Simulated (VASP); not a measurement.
# Al2Au (pbe) (Fm-3m) in VASP: further runs, part 2 of 2

VASP 6.6.1.

### Step 4. Relaxation of cell and atoms, PBE

INCAR reads:

```
SYSTEM = Al2Au
PREC = Accurate
ENCUT = 600
EDIFF = 1E-7
ISMEAR = 0
SIGMA = 0.1
LREAL = .False.
LASPH = .True.
NELM = 80
ALGO = Normal
ISIF = 3
LWAVE = .False.
LCHARG = .False.
GGA = PE
IBRION = 2
NSW = 100
EDIFFG = -0.002
```

KPOINTS reads:

```
regular mesh
0
Gamma
  12 12 12
  0 0 0
```

POSCAR reads:

```
Al2Au
1.0
    0.0000000000      3.0023346600      3.0023346600
    3.0023346600      0.0000000000      3.0023346600
    3.0023346600      3.0023346600      0.0000000000
Al Au
2 1
Direct
    0.2500000000      0.2500000000      0.2500000000
    0.7500000000      0.7500000000      0.7500000000
    0.0000000000      0.0000000000      0.0000000000
```

Potentials or basis: VASP PAW PBE potentials, release 64 (Al, Au).

Launch:

```
$ cat potpaw_PBE.64/Al/POTCAR potpaw_PBE.64/Au/POTCAR > POTCAR
$ mpirun -np 1 vasp_std > vasp.out
```

OUTCAR:

```text
SYSTEM = Al2Au
   PREC = Accurate
   ENCUT = 600
   EDIFF = 1E-7
   ISMEAR = 0
   LREAL = .False.
   LASPH = .True.
   NELM = 80
   ISIF = 3
   GGA = PE
   IBRION = 2
   NSW = 100
   EDIFFG = -0.002

 ion  position               nearest neighbor table
   1  0.250  0.250  0.250-   3 2.60   3 2.60   3 2.60   3 2.60   2 3.00   2 3.00   2 3.00   2 3.00
                             2 3.00   2 3.00
   2  0.750  0.750  0.750-   3 2.60   3 2.60   3 2.60   3 2.60   1 3.00   1 3.00   1 3.00   1 3.00
                             1 3.00   1 3.00
   3  0.000  0.000  0.000-   2 2.60   2 2.60   2 2.60   1 2.60   2 2.60   1 2.60   1 2.60   1 2.60

  LATTYP: Found a face centered cubic cell.
 ALAT       =     6.0046693200

  Lattice vectors:

 A1 = (   0.0000000000,   3.0023346600,   3.0023346600)
 A2 = (   3.0023346600,   0.0000000000,   3.0023346600)
 A3 = (   3.0023346600,   3.0023346600,   0.0000000000)

Analysis of symmetry for initial positions (statically):
=====================================================================
 Subroutine PRICEL returns:
 Original cell was already a primitive cell.

 Routine SETGRP: Setting up the symmetry group for a
[... 180 lines left out ...]
  Total        0.9839978      0.9839978      0.9839978     -0.0000000     -0.0000000      0.0000000
  in kB       29.1271121     29.1271121     29.1271121     -0.0000000     -0.0000000      0.0000000
  external PRESSURE =      29.1271121 kB  Pullay stress =       0.0000000 kB
[... 61 lines left out ...]
--------------------------------------- Ionic step        3  -------------------------------------------

 number of electron      16.9999999 magnetization

 Free energy of the ion-electron system (eV)
  ---------------------------------------------------
  ext. energy  EPLUGINS =         0.00000000
  ---------------------------------------------------
  free energy    TOTEN  =       -12.02409573 eV

  energy without entropy =      -12.01943289  energy(sigma->0) =      -12.02176431

 E-fermi :   7.4811     XC(G=0): -10.4031

 val. band max:        7.4600383154   @ k =   0.5000   0.1667   0.0833
 cond. band min:       7.4961872369   @ k =  -0.2500   0.0833   0.0000
 fundamental gap:      0.0361489215
 Fermi energy:         7.4811332223

 k-point     1 :       0.0000    0.0000    0.0000
  band No.  band energies     occupation
      1      -2.8742      2.00000
      2       1.0271      2.00000
      3       1.0271      2.00000
      4       1.0271      2.00000
      5       1.9541      2.00000
      6       1.9541      2.00000
      7       9.5104      0.00000
      8      10.4223      0.00000
      9      10.4223      0.00000
     10      10.4223      0.00000
     11      11.2548      0.00000
     12      11.2548      0.00000
[... 331 lines left out ...]
 k-point    24 :      -0.4167    0.1667    0.0000
  band No.  band energies     occupation
      1      -0.5753      2.00000
      2       0.8235      2.00000
      3       1.3837      2.00000
      4       1.3948      2.00000
      5       2.0023      2.00000
      6       2.0121      2.00000
      7       2.5559      2.00000
      8       5.9755      2.00000
      9       7.3606      1.91170
     10       9.8586      0.00000
     11      11.8959      0.00000
     12      12.1141      0.00000

 [... further k-points ...]
[... 5 lines left out ...]
  --------------------------------------------------------------------------------------
  -------------------------------------------------------------------------------------
  Total       -0.0018421     -0.0018421     -0.0018421      0.0000000     -0.0000000     -0.0000000
  in kB       -0.0531235     -0.0531235     -0.0531235      0.0000000     -0.0000000     -0.0000000
  external PRESSURE =      -0.0531235 kB  Pullay stress =       0.0000000 kB
[... 18 lines left out ...]
  FREE ENERGIE OF THE ION-ELECTRON SYSTEM (eV)
  ---------------------------------------------------
  free  energy   TOTEN  =       -12.0240957331 eV

  energy  without entropy=      -12.0194328852  energy(sigma->0) =      -12.02176431

 reached required accuracy - stopping structural energy minimisation
```

OSZICAR:

```text
N       E                     dE             d eps       ncg     rms          rms(c)
DAV:   1     0.699607452532E+02    0.69961E+02   -0.78143E+03  1728   0.133E+03
DAV:   2    -0.108993116362E+02   -0.80860E+02   -0.74416E+02  1968   0.217E+02
DAV:   3    -0.132660776072E+02   -0.23668E+01   -0.23076E+01  2192   0.358E+01
[... 25 lines left out ...]
DAV:   4    -0.120241188244E+02    0.63068E-03   -0.22507E-03  1888   0.297E-01    0.490E-02
DAV:   5    -0.120240886103E+02    0.30214E-04   -0.26096E-04  1948   0.192E-01    0.441E-02
DAV:   6    -0.120240963771E+02   -0.77668E-05   -0.21438E-05  1948   0.509E-02    0.961E-03
DAV:   7    -0.120240955750E+02    0.80209E-06   -0.17516E-06  1916   0.124E-02    0.173E-03
DAV:   8    -0.120240956984E+02   -0.12334E-06   -0.14481E-07  1256   0.393E-03    0.429E-04
DAV:   9    -0.120240957331E+02   -0.34741E-07   -0.82776E-08   928   0.281E-03
   3 F= -.12024096E+02 E0= -.12021764E+02  d E =-.126266E-01
```

It took 88 s on 1 thread of Intel Xeon Platinum 8488C (Sapphire Rapids), shared host; peak memory 0.25 GiB.

Results:

- Free energy: -12.0241 eV
- Relaxed volume: 18.52 Å³/atom
- Relaxed cell: a = 4.283 Å, b = 4.283 Å, c = 4.283 Å, α = 60.00°, β = 60.00°, γ = 60.00°
- Space group after relaxing (to 0.05 Å): Fm-3m (No. 225)
- Energy gained by relaxing: 4.2 meV/atom
- Ionic steps: 3
- Pressure after relaxing: 0.0 GPa

The path:
| step | energy change (eV) | largest force (eV/Å) | pressure (GPa) | volume (Å³) |
| --- | --- | --- | --- | --- |
| 1 | 0.0000 | 0.0000 | 2.91 | 54.13 |
| 2 | -0.0047 | 0.0000 | -2.11 | 56.74 |
| 3 | -0.0126 | 0.0000 | -0.01 | 55.56 |

Final structure:
```cif
data_structure
_symmetry_space_group_name_H-M 'P 1'
_symmetry_Int_Tables_number 1
_cell_length_a 4.2830
_cell_length_b 4.2830
_cell_length_c 4.2830
_cell_angle_alpha 60.000
_cell_angle_beta 60.000
_cell_angle_gamma 60.000
_cell_volume 55.56
loop_
_atom_site_label
_atom_site_type_symbol
_atom_site_fract_x
_atom_site_fract_y
_atom_site_fract_z
_atom_site_occupancy
Al1 Al 0.25000 0.25000 0.25000 1
Al2 Al 0.75000 0.75000 0.75000 1
Au1 Au 0.00000 0.00000 0.00000 1
```

Caveat: spin-orbit coupling is left out, which moves the levels of the heavy elements.

### Step 5. Summary

| task | cell | k mesh | cutoff (eV) | gap on the mesh (eV) | pressure (GPa) |
| --- | --- | --- | --- | --- | --- |
| single point | a = 4.246 Å, angles 60.0°, 3 atoms | 6 × 6 × 6 | 520 | none | 2.9 |
| single point | a = 4.285 Å, angles 60.0°, 3 atoms | 12 × 12 × 12 | 520 | none | -0.2 |
| relaxation of cell and atoms | relaxed from a = 4.246 Å, angles 60.0°, 3 atoms | 12 × 12 × 12 | 600 | none | 0.0 |

Alike in all rows: level PBE; potentials or basis VASP PAW PBE potentials, release 64 (Al, Au); no spin polarisation; smearing gaussian 0.1 eV.

Caveats: spin-orbit coupling is left out, which moves the levels of the heavy elements.

Absolute energies hang on the potentials; compare differences alone.
